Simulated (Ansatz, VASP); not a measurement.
## As: VASP beside Ansatz

```
CELL_PARAMETERS angstrom
-1.70426 1.70426 1.70426
1.70426 -1.70426 1.70426
1.70426 1.70426 -1.70426
ATOMIC_POSITIONS crystal
As 0.00000 0.00000 0.00000
```

Alike in both runs: task single point; functional PBE; k mesh 15 × 15 × 15; occupations fermi-dirac, width 0.1 eV; no spin polarisation.

|  | VASP | Ansatz |
| --- | --- | --- |
| version | VASP 6.6.1 | Ansatz 0.2.0 |
| potentials or method | VASP PAW PBE potentials, release 64 (As), cutoff 520 eV | plane waves (420 eV) with PAW, scalar-relativistic |
| valence electrons in the cell | 5 | 15 |

```csv
,VASP,Ansatz,Ansatz less VASP
pressure (GPa),-2.9,-2.9,-0.04
```

VASP's potentials hold 5 valence electrons a cell and Ansatz's 15, so a difference there can come from the potentials and not from the codes.
